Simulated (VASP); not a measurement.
Set up this calculation in VASP 6.6.1, as the native input.

```
Task                   : single point
Functional             : PBE
Dispersion             : D3(BJ)
Potentials or basis    : VASP PAW PBE potentials, release 64 (O, Hf_pv, Cl)
Cutoff                 : 520 eV
k mesh                 : 9 × 9 × 1
Occupations            : gaussian, width 0.05 eV
Spin                   : collinear spin
Starting moments       : [0.0, 0.0, 0.0, 0.0, 0.0, 0.0, 1.0] μB
Dipole correction      : yes
Further INCAR settings : ALGO = Normal; EDIFF = 1e-06; NBANDS = 38; NELMDL = -8
```

The structure of Hf2ClO4 lies in POSCAR:

```
Hf2ClO4
1.0
    3.5874453701      0.0000000000      0.0000000000
   -1.7937226850      3.1068188252      0.0000000000
    0.0000000000      0.0000000000     21.4612281329
O Hf Cl
4 2 1
Direct
    0.0000000000      0.0000000000      0.1863826234
    0.3333333333      0.6666666667      0.2546251504
    0.6666666667      0.3333333333      0.3182215794
    0.0000000000      0.0000000000      0.3895969085
    0.6666666667      0.3333333333      0.2205038869
    0.3333333333      0.6666666667      0.3527665830
    0.6666666667      0.3333333333      0.4921073513
```

These files were run (other wordings do the same):

INCAR

```
PREC = Accurate ; ENCUT = 520
EDIFF = 1E-6 ; ISMEAR = 0
SIGMA = 0.05 ; LREAL = F
LASPH = T ; NELM = 200
ALGO = Normal ; ISIF = 2
LWAVE = F ; LCHARG = T
ISPIN = 2 ; MAGMOM = 0 0 0 0 0 0 1
LORBIT = 11 ; LMAXMIX = 4
LDIPOL = T ; IDIPOL = 3
DIPOL = 0.5 0.5 0.316 ; GGA = PE
IVDW = 12 ; LELF = T
LVHAR = T ; LVACPOTAV = T
NBANDS = 38 ; GGA_COMPAT = F
NELMDL = -8
```

KPOINTS

```
regular mesh
0
Gamma
  9 9 1
```

Potentials or basis: VASP PAW PBE potentials, release 64 (O, Hf_pv, Cl).

Run with:

```bash
$ cat potpaw_PBE.64/O/POTCAR potpaw_PBE.64/Hf_pv/POTCAR potpaw_PBE.64/Cl/POTCAR > POTCAR
$ mpirun -np 1 vasp_std > vasp.out
```

It gave:

The largest force is 1.083 eV/Å, the band gap on the k mesh is zero (filled and empty bands overlap) and the net moment is 1.00 μB per cell. The site moments are O +0.00, +0.01, +0.02, +0.12; Hf -0.00, -0.01; Cl +0.65 μB and the valence electrons inside the program's atomic spheres are O 5.03, 5.13, 5.12, 5.00; Hf 8.18, 8.13; Cl 4.93. The dispersion energy per atom is -0.163 eV.

Caveat: spin-orbit coupling is left out, which moves the levels of the heavy elements.

Run time: 13 min on 1 thread of Oxide Virtual Turin-like Processor (shared host), peak memory 0.47 GiB.
